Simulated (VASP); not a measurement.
# P in VASP: single point with HSE06

Aim: the single point of P with HSE06.

Program: VASP 6.6.1. These are calculated values, not measurements. Logs are shortened: lines on timing, memory, paths and dates and some standing lists are left out, and cuts for length are marked.

**1. The cell of the first run**

The cell holds a slab with vacuum, 4 atoms: a = 4.628 Å, b = 3.391 Å, c = 27.820 Å, α = 90.00°, β = 90.00°, γ = 90.00°.

**2. Single point, HSE06 (uniaxial y strain +3.0%)**

Input file POSCAR:

```
P
1.0
    4.6275012813      0.0000000000      0.0000000000
    0.0000000000      3.3906235782      0.0000000000
    0.0000000000      0.0000000000     27.8195791164
P
4
Direct
    0.0925356769      0.0000000000      0.3787938536
    0.4074643231      0.5000000000      0.3787938536
    0.5925356769      0.5000000000      0.3041783769
    0.9074643231      0.0000000000      0.3041783769
```

Input file INCAR.step1:

```
PREC     = Accurate       # precision mode
ENCUT    = 520            # plane-wave cutoff, eV
EDIFF    = 1E-5           # SCF threshold, eV
ISMEAR   = 0              # smearing method
SIGMA    = 0.01           # smearing width, eV
LREAL    = False          # projectors in reciprocal space
LASPH    = True           # aspherical terms in the spheres
NELM     = 100            # most SCF steps
ALGO     = Normal         # electronic algorithm
ISIF     = 2              # what is computed and relaxed
LWAVE    = True           # write WAVECAR
LCHARG   = False          # write CHGCAR
LDIPOL   = True         
IDIPOL   = 3            
DIPOL    = 0.5 0.5 0.341
GGA      = PE             # functional
NBANDS   = 18             # bands
```

Input file INCAR.step2:

```
PREC     = Accurate       # precision mode
ENCUT    = 520            # plane-wave cutoff, eV
EDIFF    = 1E-6           # SCF threshold, eV
ISMEAR   = 0              # smearing method
SIGMA    = 0.01           # smearing width, eV
LREAL    = False          # projectors in reciprocal space
LASPH    = True           # aspherical terms in the spheres
NELM     = 100            # most SCF steps
ALGO     = Normal         # electronic algorithm
ISIF     = 2              # what is computed and relaxed
LWAVE    = False          # write WAVECAR
LCHARG   = False          # write CHGCAR
LDIPOL   = True         
IDIPOL   = 3            
DIPOL    = 0.5 0.5 0.341
GGA      = PE             # functional
LHFCALC  = True           # exact exchange
HFSCREEN = 0.2079         # screening, 1/A
PRECFOCK = Normal       
ISTART   = 1            
NBANDS   = 18             # bands
```

Input file KPOINTS:

```
regular mesh
0
Gamma
  4 6 1
```

Potentials or basis: VASP PAW PBE potentials, release 64 (P).

The run is started by

```bash
cat potpaw_PBE.64/P/POTCAR > POTCAR
cp INCAR.step1 INCAR
mpirun -np 1 vasp_std > vasp.out
cp INCAR.step2 INCAR
mpirun -np 1 vasp_std > vasp.out
```

OUTCAR:

```text
PREC = Accurate
   ENCUT = 520
   EDIFF = 1E-6
   ISMEAR = 0
   LREAL = False
   LASPH = True
   NELM = 100
   ISIF = 2
   GGA = PE
   LHFCALC = True
   HFSCREEN = 0.2079
   PRECFOCK = Normal
   ISTART = 1

 ion  position               nearest neighbor table
   1  0.093  0.000  0.379-   2 2.24   2 2.24   4 2.25
   2  0.407  0.500  0.379-   1 2.24   1 2.24   3 2.25
   3  0.593  0.500  0.304-   4 2.24   4 2.24   2 2.25
   4  0.907  0.000  0.304-   3 2.24   3 2.24   1 2.25

  LATTYP: Found a simple orthorhombic cell.
 ALAT       =     3.3906235782
 B/A-ratio  =     1.3647935769
 C/A-ratio  =     8.2048562675

  Lattice vectors:

 A1 = (   0.0000000000,  -3.3906235782,   0.0000000000)
 A2 = (   4.6275012813,   0.0000000000,   0.0000000000)
 A3 = (   0.0000000000,   0.0000000000,  27.8195791164)

Analysis of symmetry for initial positions (statically):
=====================================================================
 Subroutine PRICEL returns:
 Original cell was already a primitive cell.

 Routine SETGRP: Setting up the symmetry group for a
 simple orthorhombic supercell.

 Subroutine GETGRP returns: Found  8 space group operations
 (whereof  2 operations were pure point group operations)
 out of a pool of  8 trial point group operations.

The static configuration has the point symmetry C_1h.
 The point group associated with its full space group is D_2h.

Analysis of symmetry for dynamics (positions and initial velocities):
=====================================================================
 Subroutine PRICEL returns:
 Original cell was already a primitive cell.

 Routine SETGRP: Setting up the symmetry group for a
 simple orthorhombic supercell.

 Subroutine GETGRP returns: Found  8 space group operations
 (whereof  2 operations were pure point group operations)
 out of a pool of  8 trial point group operations.

The dynamic configuration has the point symmetry C_1h.
 The point group associated with its full space group is D_2h.

 Subroutine INISYM returns: Found  8 space group operations
 (whereof  2 operations are pure point group operations),
 and found     1 'primitive' translations

----------------------------------------------------------------------------------------

                                     Primitive cell

  volume of cell :     436.4924

  direct lattice vectors                    reciprocal lattice vectors
     4.627501281  0.000000000  0.000000000     0.216099346  0.000000000  0.000000000
     0.000000000  3.390623578  0.000000000     0.000000000  0.294930999  0.000000000
     0.000000000  0.000000000 27.819579116     0.000000000  0.000000000  0.035945907

  length of vectors
     4.627501281  3.390623578 27.819579116     0.216099346  0.294930999  0.035945907

  position of ions in fractional coordinates (direct lattice)
     0.092535677  0.000000000  0.378793854
     0.407464323  0.500000000  0.378793854
     0.592535677  0.500000000  0.304178377
     0.907464323  0.000000000  0.304178377

  ion indices of the primitive-cell ions
   primitive index   ion index
                 1           1
                 2           2
                 3           3
                 4           4

----------------------------------------------------------------------------------------

 KPOINTS: regular mesh

Automatic generation of k-mesh.
 Grid dimensions read from file:
 generate k-points for:    4    6    1

 Generating k-lattice:

  Cartesian coordinates                     Fractional coordinates (reciprocal lattice)
     0.054024836  0.000000000  0.000000000     0.250000000  0.000000000  0.000000000
     0.000000000  0.049155167  0.000000000     0.000000000  0.166666667  0.000000000
     0.000000000  0.000000000  0.035945907     0.000000000  0.000000000  1.000000000

  Length of vectors
     0.054024836  0.049155167  0.035945907

  Shift w.r.t. Gamma in fractional coordinates (k-lattice)
     0.000000000  0.000000000  0.000000000

 Subroutine IBZKPT returns following result:
 ===========================================

 Found     12 irreducible k-points:

 Following reciprocal coordinates:
            Coordinates               Weight
  0.000000  0.000000  0.000000      1.000000
  0.250000  0.000000  0.000000      2.000000
  0.500000  0.000000  0.000000      1.000000
  0.000000  0.166667  0.000000      2.000000
  0.250000  0.166667  0.000000      4.000000
  0.500000  0.166667  0.000000      2.000000
  0.000000  0.333333  0.000000      2.000000
  0.250000  0.333333  0.000000      4.000000
  0.500000  0.333333  0.000000      2.000000
  0.000000  0.500000  0.000000      1.000000
  0.250000  0.500000  0.000000      2.000000
  0.500000  0.500000  0.000000      1.000000
   k-points           NKPTS =     12   k-points in BZ     NKDIM =     24   number of bands    NBANDS=     18
   number of dos      NEDOS =    301   number of ions     NIONS =      4
   total plane-waves  NPLWV = 211680
   dimension x,y,z NGX =    36 NGY =   28 NGZ =  210
   dimension x,y,z NGXF=    72 NGYF=   56 NGZF=  420
   ions per type =               4
   NGX,Y,Z   is equivalent  to a cutoff of  12.93, 13.73, 12.55 a.u.
   NGXF,Y,Z  is equivalent  to a cutoff of  25.87, 27.46, 25.10 a.u.
 SYSTEM =  unknown system
   PREC   = accura    normal or accurate (medium, high low for compatibility)
   ISTART =      1    job   : 0-new  1-cont  2-samecut
   ICHARG =      0    charge: 1-file 2-atom 10-const
   ISPIN  =      1    spin polarized calculation?
   LNONCOLLINEAR =      F non collinear calculations
   LSORBIT =      F    spin-orbit coupling
   LASPH  =      T    aspherical Exc in radial PAW
   ENCUT  =  520.0 eV  38.22 Ry    6.18 a.u.   8.60  6.30 51.73*2*pi/ulx,y,z
   NELM   =    100;   NELMIN=  2; NELMDL=  0     # of ELM steps
   EDIFF  = 0.1E-05   stopping-criterion for ELM
   LREAL  =      F    real-space projection
   EDIFFG = 0.1E-04   stopping-criterion for IOM
   NSW    =      0    number of steps for IOM
   IBRION =     -1    ionic relax: 0-MD 1-quasi-New 2-CG
   NFREE  =      0    steps in history (QN), initial steepest desc. (CG)
   ISIF   =      2    stress and relaxation
   ISYM   =      3    0-nonsym 1-usesym 2-fastsym
   POTIM  = 0.5000    time-step for ionic-motion
   TEBEG  =    0.0;   TEEND  =   0.0 temperature during run
   PSTRESS=    0.0 pullay stress
   NELECT =      20.0000    total number of electrons
   NUPDOWN=      -1.0000    fix difference up-down
   EMIN   =  10.00;   EMAX   =-10.00  energy-range for DOS
   EFERMI =   0.00;   METHOD = LEGACY
   ISMEAR =     0;   SIGMA  =   0.01  broadening in eV -4-tet -1-fermi 0-gaus
   EFERMI_NEDOS =   21; number of points for ismear=-14 and -15
   IALGO  =     38    algorithm
   IMIX   =      1    mixing-type and parameters
     AMIX     =   0.40;   BMIX     =  1.00
     AMIX_MAG =   1.60;   BMIX_MAG =  1.00
  volume/ion in A,a.u.               =     109.12       736.40
  Fermi-wavevector in a.u.,A,eV,Ry     =   0.585813  1.107027  4.669210  0.343177
  Thomas-Fermi vector in A             =   1.632050
   LORBIT       =      0    0 simple, 1 ext, 2 COOP (PROOUT), +10 PAW based schemes
   GGA     = PE    functional components
   LHFCALC =     T    Hartree Fock is set to
   PRECFOCK=normal    Normal, Fast or Accurate (Low or Medium for compatibility)
   ENCUT4O =  -1.0   cutoff for four orbital integrals eV
   NKREDX  =     1    reduce k-point grid by
   NKREDY  =     1    reduce k-point grid by
   NKREDZ  =     1    reduce k-point grid by
   AEXX    =    0.2500 exact exchange contribution
   HFSCREEN=    0.2079 screening length (either q_TF or 0.3 A-1)
   HFSCREENC=   0.2079 screening length for correlation (either q_TF or 0.3 A-1)
   ENCUTFOCK=  -1.0 apply spherical cutoff to Coloumb kernel
   IVDW    =     0    specifies the selected vdW correction
   LEPSILON=     F    determine dielectric tensor
   LRPA    =     F    only Hartree local field effects (RPA)
 non-spin polarized calculation
 Gauss-broadening in eV      SIGMA  =   0.01
  energy-cutoff  :      520.00
  volume of cell :      436.49
 maximum number of plane-waves:     11827
 NGX is ok and might be reduce to    36
  NGX = 28; NGY = 20; NGZ =160

 number of electron      20.0000000 magnetization

 dipolmoment           0.000000      0.000000     -0.000007 electrons x Angstroem

 Free energy of the ion-electron system (eV)
  ---------------------------------------------------
  ext. energy  EPLUGINS =         0.00000000
  ---------------------------------------------------
  free energy    TOTEN  =       -25.65220736 eV

  energy without entropy =      -25.65220736  energy(sigma->0) =      -25.65220736

 E-fermi :  -3.4795     XC(G=0):  -1.7930

 val. band max:       -3.5285362434   @ k =   0.0000   0.0000   0.0000
 cond. band min:      -1.7270664160   @ k =   0.0000   0.0000   0.0000
 fundamental gap:      1.8014698274
 Fermi energy:        -3.4794744722

 k-point     1 :       0.0000    0.0000    0.0000
  band No.  band energies     occupation
      1     -19.9725      2.00000
      2     -17.1856      2.00000
      3     -13.7497      2.00000
      4      -9.6366      2.00000
      5      -8.6622      2.00000
      6      -8.3722      2.00000
[... 10 lines left out ...]
     17       2.1150      0.00000
     18       2.4125      0.00000

 k-point     2 :       0.2500    0.0000    0.0000
  band No.  band energies     occupation
      1     -19.6478      2.00000
      2     -17.6839      2.00000
      3     -13.6189      2.00000
      4     -11.0648      2.00000
      5      -7.8452      2.00000
      6      -7.3297      2.00000
[... 10 lines left out ...]
     17       2.2353      0.00000
     18       2.3063      0.00000
[... 190 lines left out ...]
 k-point    12 :       0.5000    0.5000    0.0000
  band No.  band energies     occupation
      1     -16.6940      2.00000
      2     -16.6940      2.00000
      3     -14.3910      2.00000
      4     -14.3910      2.00000
      5      -8.8560      2.00000
      6      -8.8560      2.00000
[... 10 lines left out ...]
     17       3.8762      0.00000
     18       3.8762      0.00000

------------------------ aborting loop because EDIFF is reached ----------------------------------------

 vacuum level on the upper side and lower side of the slab       (xc-potential included)         0.002         0.002

  FORCE on cell =-STRESS in cart. coord.  units (eV):
  Direction    XX          YY          ZZ          XY          YZ          ZX
  --------------------------------------------------------------------------------------
  -------------------------------------------------------------------------------------
  Total       -1.1812169     -3.6762872     -0.7499760     -0.0000000      0.0000000      0.0000000
  in kB       -4.3357430    -13.4940816     -2.7528420     -0.0000000      0.0000000      0.0000000
  external PRESSURE =      -6.8608889 kB  Pullay stress =       0.0000000 kB

 VOLUME and BASIS-vectors are now :
 -----------------------------------------------------------------------------
  energy-cutoff  :      520.00
  volume of cell :      436.49
      direct lattice vectors                 reciprocal lattice vectors
     4.627501281  0.000000000  0.000000000     0.216099346  0.000000000  0.000000000
     0.000000000  3.390623578  0.000000000     0.000000000  0.294930999  0.000000000
     0.000000000  0.000000000 27.819579116     0.000000000  0.000000000  0.035945907

 POSITION                                       TOTAL-FORCE (eV/Angst)
 -----------------------------------------------------------------------------------
      0.42821      0.00000     10.53789         0.024572      0.000000     -0.174199
      1.88554      1.69531     10.53789        -0.024572      0.000000     -0.174199
      2.74196      1.69531      8.46211         0.024572      0.000000      0.174199
      4.19929      0.00000      8.46211        -0.024572      0.000000      0.174199
 -----------------------------------------------------------------------------------
    total drift:                               -0.000000     -0.000000     -0.000024

  FREE ENERGIE OF THE ION-ELECTRON SYSTEM (eV)
  ---------------------------------------------------
  free  energy   TOTEN  =       -25.6522073605 eV

  energy  without entropy=      -25.6522073605  energy(sigma->0) =      -25.65220736

 vacuum level on the upper side and lower side of the slab         1.944         1.945
```

Wall time 50 min (1 thread of Intel Xeon Platinum 8259CL at 2.50GHz (Skylake/Cascade Lake), shared host); peak memory 0.66 GiB.

What came out:

| Item | Value |
| --- | --- |
| Free energy | -25.6522 eV |
| Largest force | 0.176 eV/Å |
| Band gap on the k mesh | 1.80 eV |

Forces on the atoms (eV/Å):
```
P    0.025  0.000 -0.174
P   -0.025  0.000 -0.174
P    0.025  0.000  0.174
P   -0.025  0.000  0.174
```

Levels at points of the mesh, in eV from the valence-band top:
| k point | band 8 | band 9 | band 10 | band 11 | band 12 | band 13 |
| --- | --- | --- | --- | --- | --- | --- |
| (0.00, 0.00, 0.00) | -2.27 | -1.58 | 0.00 | 1.80 | 1.92 | 3.03 |
| (0.50, 0.00, 0.00) | -3.07 | -1.50 | -1.50 | 2.45 | 2.45 | 4.33 |
| (0.00, 0.50, 0.00) | -3.02 | -2.14 | -2.14 | 2.04 | 2.04 | 3.05 |
| (0.50, 0.50, 0.00) | -5.00 | -1.22 | -1.22 | 3.18 | 3.18 | 4.76 |

Caveat: the cell differs from its parent crystal (uniaxial y strain +3.0%); the PAW data sets were made with another functional, which shifts forces and pressure a little.
